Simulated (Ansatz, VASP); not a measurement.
## Two plane-wave programs on Ir

```xyz
1
Lattice="0.0000 1.9156 1.9156 1.9156 0.0000 1.9156 1.9156 1.9156 0.0000" Properties=species:S:1:pos:R:3 pbc="T T T"
Ir    0.0000    0.0000    0.0000
```

Alike in both runs: functional LDA; k mesh 12 × 12 × 12; occupations fermi-dirac, width 0.05 eV; no spin polarisation.

```csv
,VASP,Ansatz
version,VASP 6.6.1,Ansatz 0.2.0
potentials or method,"VASP PAW LDA potentials, release 64 (Ir_sv_GW)",Ansatz PAW
plane-wave cutoff (eV),500,420
valence electrons in the cell,17,17
task,single point,band structure
```

```tsv
	VASP	Ansatz	Ansatz less VASP
gap on the k mesh at the Fermi level (eV)	none	none	-
pressure (GPa)	-8.3	-6.6	+1.76
```

LDA's correlation is that of Perdew and Zunger in VASP and of Perdew and Wang (1992) in Ansatz. A gap of «none» marks a metal or a gap that the smearing closes.

Neither program's run includes spin-orbit coupling.
